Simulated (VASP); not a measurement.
# GaN (F-43m) in VASP: notebook

GaN is run at these levels: PBEsol, PBEsol+D3(BJ); tasks: single point.

Program: VASP 6.6.1. These are calculated values, not measurements. Logs are shortened: lines on timing, memory, paths and dates and some standing lists are left out, and cuts for length are marked.

### Step 1. The cell of the first run

The structure is cubic, space group F-43m (No. 216). The conventional cell has a = 4.498 Å, b = 4.498 Å, c = 4.498 Å, α = 90.00°, β = 90.00°, γ = 90.00°. Within 2.6 Å of Ga (site symmetry -43m) lie 4 N at 1.95 Å. N (site symmetry -43m) has 4 Ga at 1.95 Å within 2.6 Å.

### Step 2. Single point, PBEsol

INCAR

```
SYSTEM = GaN
PREC     = Accurate       ! precision mode
ENCUT    = 520            ! plane-wave cutoff, eV
EDIFF    = 1E-6           ! SCF threshold, eV
ISMEAR   = -1             ! smearing method
SIGMA    = 0.05           ! smearing width, eV
LREAL    = .False.        ! projectors in reciprocal space
LASPH    = .True.         ! aspherical terms in the spheres
NELM     = 80             ! most SCF steps
ALGO     = Normal         ! electronic algorithm
ISIF     = 2              ! what is computed and relaxed
LWAVE    = .False.        ! write WAVECAR
LCHARG   = .True.         ! write CHGCAR
GGA      = PS             ! functional
LELF     = .True.         ! ELF
LVHAR    = .True.       
NBANDS   = 16             ! bands
```

KPOINTS

```
regular mesh
0
Gamma
  10 10 10
  0 0 0
```

POSCAR

```
GaN
1.0
    0.0000000000      2.2491150661      2.2491150661
    2.2491150661      0.0000000000      2.2491150661
    2.2491150661      2.2491150661      0.0000000000
Ga N
1 1
Direct
    0.0000000000      0.0000000000      0.0000000000
    0.2500000000      0.2500000000      0.2500000000
```

Potentials or basis: VASP PAW PBE potentials, release 64 (Ga_d, N).

Launch:

```console
cat potpaw_PBE.64/Ga_d/POTCAR potpaw_PBE.64/N/POTCAR > POTCAR
mpirun -np 1 vasp_std > vasp.out
```

OUTCAR:

```text
SYSTEM = GaN
   PREC = Accurate
   ENCUT = 520
   EDIFF = 1E-6
   ISMEAR = -1
   LREAL = .False.
   LASPH = .True.
   NELM = 80
   ISIF = 2
   GGA = PS

 ion  position               nearest neighbor table
   1  0.000  0.000  0.000-   2 1.95   2 1.95   2 1.95   2 1.95
   2  0.250  0.250  0.250-   1 1.95   1 1.95   1 1.95   1 1.95

  LATTYP: Found a face centered cubic cell.
 ALAT       =     4.4982301322

  Lattice vectors:

 A1 = (   0.0000000000,   2.2491150661,   2.2491150661)
 A2 = (   2.2491150661,   0.0000000000,   2.2491150661)
 A3 = (   2.2491150661,   2.2491150661,   0.0000000000)

Analysis of symmetry for initial positions (statically):
=====================================================================
 Subroutine PRICEL returns:
 Original cell was already a primitive cell.

 Routine SETGRP: Setting up the symmetry group for a
 face centered cubic supercell.

 Subroutine GETGRP returns: Found 24 space group operations
 (whereof 24 operations were pure point group operations)
 out of a pool of 48 trial point group operations.

The static configuration has the point symmetry T_d .

Analysis of symmetry for dynamics (positions and initial velocities):
=====================================================================
 Subroutine PRICEL returns:
 Original cell was already a primitive cell.

 Routine SETGRP: Setting up the symmetry group for a
 face centered cubic supercell.

 Subroutine GETGRP returns: Found 24 space group operations
 (whereof 24 operations were pure point group operations)
 out of a pool of 48 trial point group operations.

The dynamic configuration has the point symmetry T_d .

 Subroutine INISYM returns: Found 24 space group operations
 (whereof 24 operations are pure point group operations),
 and found     1 'primitive' translations

----------------------------------------------------------------------------------------

                                     Primitive cell

  volume of cell :      22.7544

  direct lattice vectors                    reciprocal lattice vectors
     0.000000000  2.249115066  2.249115066    -0.222309657  0.222309657  0.222309657
     2.249115066  0.000000000  2.249115066     0.222309657 -0.222309657  0.222309657
     2.249115066  2.249115066  0.000000000     0.222309657  0.222309657 -0.222309657

  length of vectors
     3.180729030  3.180729030  3.180729030     0.385051622  0.385051622  0.385051622

  position of ions in fractional coordinates (direct lattice)
     0.000000000  0.000000000  0.000000000
     0.250000000  0.250000000  0.250000000

  ion indices of the primitive-cell ions
   primitive index   ion index
                 1           1
                 2           2

----------------------------------------------------------------------------------------

 KPOINTS: regular mesh

Automatic generation of k-mesh.
 Grid dimensions read from file:
 generate k-points for:   10   10   10

 Generating k-lattice:

  Cartesian coordinates                     Fractional coordinates (reciprocal lattice)
    -0.022230966  0.022230966  0.022230966     0.100000000  0.000000000  0.000000000
     0.022230966 -0.022230966  0.022230966     0.000000000  0.100000000  0.000000000
     0.022230966  0.022230966 -0.022230966     0.000000000  0.000000000  0.100000000

  Length of vectors
     0.038505162  0.038505162  0.038505162

  Shift w.r.t. Gamma in fractional coordinates (k-lattice)
     0.000000000  0.000000000  0.000000000

 Subroutine IBZKPT returns following result:
 ===========================================

 Found     47 irreducible k-points:

 Following reciprocal coordinates:
            Coordinates               Weight
  0.000000  0.000000  0.000000      1.000000
  0.100000  0.000000  0.000000      8.000000
  0.200000  0.000000  0.000000      8.000000
  0.300000  0.000000  0.000000      8.000000
  0.400000  0.000000  0.000000      8.000000
  0.500000  0.000000  0.000000      4.000000
[... 16 lines left out ...]
  0.300000  0.300000  0.000000      6.000000
  0.400000  0.300000  0.000000     24.000000
 [... further k-points ...]
   k-points           NKPTS =     47   k-points in BZ     NKDIM =     47   number of bands    NBANDS=     16
   number of dos      NEDOS =    301   number of ions     NIONS =      2
   total plane-waves  NPLWV =  13824
   dimension x,y,z NGX =    24 NGY =   24 NGZ =   24
   dimension x,y,z NGXF=    48 NGYF=   48 NGZF=   48
   ions per type =               1   1
   NGX,Y,Z   is equivalent  to a cutoff of  12.54, 12.54, 12.54 a.u.
   NGXF,Y,Z  is equivalent  to a cutoff of  25.09, 25.09, 25.09 a.u.
 SYSTEM =  GaN
   PREC   = accura    normal or accurate (medium, high low for compatibility)
   ISTART =      0    job   : 0-new  1-cont  2-samecut
   ICHARG =      2    charge: 1-file 2-atom 10-const
   ISPIN  =      1    spin polarized calculation?
   LNONCOLLINEAR =      F non collinear calculations
   LSORBIT =      F    spin-orbit coupling
   LASPH  =      T    aspherical Exc in radial PAW
   ENCUT  =  520.0 eV  38.22 Ry    6.18 a.u.   5.91  5.91  5.91*2*pi/ulx,y,z
   NELM   =     80;   NELMIN=  2; NELMDL= -5     # of ELM steps
   EDIFF  = 0.1E-05   stopping-criterion for ELM
   LREAL  =      F    real-space projection
   EDIFFG = 0.1E-04   stopping-criterion for IOM
   NSW    =      0    number of steps for IOM
   IBRION =     -1    ionic relax: 0-MD 1-quasi-New 2-CG
   NFREE  =      0    steps in history (QN), initial steepest desc. (CG)
   ISIF   =      2    stress and relaxation
   ISYM   =      2    0-nonsym 1-usesym 2-fastsym
   POTIM  = 0.5000    time-step for ionic-motion
   TEBEG  =    0.0;   TEEND  =   0.0 temperature during run
   PSTRESS=    0.0 pullay stress
   NELECT =      18.0000    total number of electrons
   NUPDOWN=      -1.0000    fix difference up-down
   EMIN   =  10.00;   EMAX   =-10.00  energy-range for DOS
   EFERMI =   0.00;   METHOD = LEGACY
   ISMEAR =    -1;   SIGMA  =   0.05  broadening in eV -4-tet -1-fermi 0-gaus
   EFERMI_NEDOS =   21; number of points for ismear=-14 and -15
   IALGO  =     38    algorithm
   IMIX   =      4    mixing-type and parameters
     AMIX     =   0.40;   BMIX     =  1.00
     AMIX_MAG =   1.60;   BMIX_MAG =  1.00
  volume/ion in A,a.u.               =      11.38        76.78
  Fermi-wavevector in a.u.,A,eV,Ry     =   1.514063  2.861165 31.189822  2.292387
  Thomas-Fermi vector in A             =   2.623771
   LORBIT       =      0    0 simple, 1 ext, 2 COOP (PROOUT), +10 PAW based schemes
   GGA     = PS    functional components
   LHFCALC =     F    Hartree Fock is set to
   AEXX    =    0.0000 exact exchange contribution
   IVDW    =     0    specifies the selected vdW correction
   LEPSILON=     F    determine dielectric tensor
   LRPA    =     F    only Hartree local field effects (RPA)
 non-spin polarized calculation
  energy-cutoff  :      520.00
  volume of cell :       22.75
 maximum number of plane-waves:       622
   NGX = 11   NGY = 11   NGZ = 11

 number of electron      18.0000008 magnetization

 Free energy of the ion-electron system (eV)
  ---------------------------------------------------
  ext. energy  EPLUGINS =         0.00000000
  ---------------------------------------------------
  free energy    TOTEN  =       -13.12251788 eV

  energy without entropy =      -13.12251788  energy(sigma->0) =      -13.12251788

 E-fermi :   6.1201     XC(G=0): -11.9334

 val. band max:        5.2131764285   @ k =   0.0000   0.0000   0.0000
 cond. band min:       6.9335473567   @ k =   0.0000   0.0000   0.0000
 fundamental gap:      1.7203709282
 Fermi energy:         6.1200759566

 k-point     1 :       0.0000    0.0000    0.0000
  band No.  band energies     occupation
      1     -10.7692      2.00000
      2      -8.1951      2.00000
      3      -8.1951      2.00000
      4      -8.1951      2.00000
      5      -7.8640      2.00000
      6      -7.8640      2.00000
[... 8 lines left out ...]
     15      23.9494      0.00000
     16      23.9494      0.00000

 k-point     2 :       0.1000    0.0000    0.0000
  band No.  band energies     occupation
      1     -10.6550      2.00000
      2      -8.1810      2.00000
      3      -8.1810      2.00000
      4      -8.1580      2.00000
      5      -7.8654      2.00000
      6      -7.8654      2.00000
[... 8 lines left out ...]
     15      22.6710      0.00000
     16      22.6710      0.00000

 k-point     3 :       0.2000    0.0000    0.0000
  band No.  band energies     occupation
      1     -10.3653      2.00000
      2      -8.1484      2.00000
      3      -8.1484      2.00000
      4      -8.0002      2.00000
      5      -7.8643      2.00000
      6      -7.8643      2.00000
[... 8 lines left out ...]
     15      21.9049      0.00000
     16      21.9049      0.00000

 k-point     4 :       0.3000    0.0000    0.0000
  band No.  band energies     occupation
      1     -10.0529      2.00000
      2      -8.1195      2.00000
      3      -8.1195      2.00000
      4      -7.8504      2.00000
      5      -7.8504      2.00000
      6      -7.6069      2.00000
[... 8 lines left out ...]
     15      22.3978      0.00000
     16      22.3978      0.00000
[... 324 lines left out ...]
 k-point    22 :      -0.2000    0.2000    0.0000
  band No.  band energies     occupation
      1      -9.9571      2.00000
      2      -8.1033      2.00000
      3      -8.0876      2.00000
      4      -7.8873      2.00000
      5      -7.8800      2.00000
      6      -7.4274      2.00000
[... 8 lines left out ...]
     15      22.5004      0.00000
     16      25.6868      0.00000

 k-point    23 :       0.3000    0.3000    0.0000
  band No.  band energies     occupation
      1      -9.8656      2.00000
      2      -8.0472      2.00000
      3      -7.9993      2.00000
      4      -7.9993      2.00000
      5      -7.8122      2.00000
      6      -7.4164      2.00000
[... 8 lines left out ...]
     15      27.2264      0.00000
     16      27.6501      0.00000

 k-point    24 :       0.4000    0.3000    0.0000
  band No.  band energies     occupation
      1      -9.7400      2.00000
      2      -8.0651      2.00000
      3      -7.9641      2.00000
      4      -7.9633      2.00000
      5      -7.8017      2.00000
      6      -6.9562      2.00000
[... 8 lines left out ...]
     15      27.5013      0.00000
     16      27.6098      0.00000

 [... further k-points ...]

------------------------ aborting loop because EDIFF is reached ----------------------------------------

  FORCE on cell =-STRESS in cart. coord.  units (eV):
  Direction    XX          YY          ZZ          XY          YZ          ZX
  --------------------------------------------------------------------------------------
  -------------------------------------------------------------------------------------
  Total       -0.0322461     -0.0322461     -0.0322461     -0.0000000      0.0000000      0.0000000
  in kB       -2.2705060     -2.2705060     -2.2705060     -0.0000000      0.0000000      0.0000000
  external PRESSURE =      -2.2705060 kB  Pullay stress =       0.0000000 kB

 VOLUME and BASIS-vectors are now :
 -----------------------------------------------------------------------------
  energy-cutoff  :      520.00
  volume of cell :       22.75
      direct lattice vectors                 reciprocal lattice vectors
     0.000000000  2.249115066  2.249115066    -0.222309657  0.222309657  0.222309657
     2.249115066  0.000000000  2.249115066     0.222309657 -0.222309657  0.222309657
     2.249115066  2.249115066  0.000000000     0.222309657  0.222309657 -0.222309657

 POSITION                                       TOTAL-FORCE (eV/Angst)
 -----------------------------------------------------------------------------------
      0.00000      0.00000      0.00000        -0.000000     -0.000000     -0.000000
      1.12456      1.12456      1.12456         0.000000      0.000000      0.000000
 -----------------------------------------------------------------------------------
    total drift:                                0.000001      0.000001      0.000001

  FREE ENERGIE OF THE ION-ELECTRON SYSTEM (eV)
  ---------------------------------------------------
  free  energy   TOTEN  =       -13.1225178838 eV

  energy  without entropy=      -13.1225178835  energy(sigma->0) =      -13.12251788
```

It took 8.5 s on 1 thread of AMD EPYC 9R45 (Zen 5), shared host; peak memory 0.11 GiB.

What came out:

- Free energy: -13.1225 eV
- Pressure: -0.2 GPa
- Band gap on the k mesh: 1.72 eV

Levels at points of the mesh, in eV from the valence-band top:
| k point | band 6 | band 7 | band 8 | band 9 | band 10 | band 11 | band 12 | band 13 |
| --- | --- | --- | --- | --- | --- | --- | --- | --- |
| (0.00, 0.00, 0.00) | -13.08 | 0.00 | 0.00 | 0.00 | 1.72 | 10.24 | 10.24 | 10.24 |
| (0.50, 0.00, 0.00) | -11.83 | -7.15 | -0.99 | -0.99 | 4.60 | 8.66 | 10.29 | 10.29 |
| (0.50, 0.50, 0.00) | -11.40 | -6.20 | -2.75 | -2.75 | 3.23 | 6.60 | 11.62 | 13.94 |

Caveat: the PAW data sets were made with another functional, which shifts forces and pressure a little.

### Step 3. Single point, PBEsol+D3(BJ)

This run uses another cell than the first one, of 11.19 Å³/atom.

INCAR

```
ALGO = Normal
EDIFF = 1E-7
ENCUT = 520
GGA = PS
ISIF = 2
ISMEAR = -1
IVDW = 12
LASPH = T
LCHARG = F
LREAL = F
LWAVE = F
NBANDS = 16
NELM = 100
PREC = Accurate
SIGMA = 0.05
```

KPOINTS

```
k-points
0
Gamma
  10 10 10
```

POSCAR

```
GaN
1.0
    0.0000000000      2.2364921219      2.2364921219
    2.2364921219      0.0000000000      2.2364921219
    2.2364921219      2.2364921219      0.0000000000
Ga N
1 1
Direct
    0.0000000000      0.0000000000      0.0000000000
    0.2500000000      0.2500000000      0.2500000000
```

Potentials or basis: VASP PAW PBE potentials, release 64 (Ga_d, N).

Launch:

```console
cat potpaw_PBE.64/Ga_d/POTCAR potpaw_PBE.64/N/POTCAR > POTCAR
mpirun -np 1 vasp_std > vasp.out
```

Wall time 8.7 s (1 thread of AMD EPYC 9R45 (Zen 5), shared host); peak memory 0.12 GiB.

Results (log left out):

* Free energy: -13.5700 eV
* Pressure: -0.2 GPa
* Band gap on the k mesh: 1.83 eV
* Dispersion energy per atom: -0.226 eV

Levels at points of the mesh, in eV from the valence-band top:
| k point | band 7 | band 8 | band 9 | band 10 | band 11 | band 12 |
| --- | --- | --- | --- | --- | --- | --- |
| (0.00, 0.00, 0.00) | 0.00 | 0.00 | 0.00 | 1.83 | 10.34 | 10.34 |
| (0.50, 0.00, 0.00) | -7.27 | -1.01 | -1.01 | 4.72 | 8.74 | 10.38 |
| (0.50, 0.50, 0.00) | -6.27 | -2.82 | -2.82 | 3.23 | 6.69 | 11.74 |

Caveat: the PAW data sets were made with another functional, which shifts forces and pressure a little.

(Part 1 of 2 ends here.)
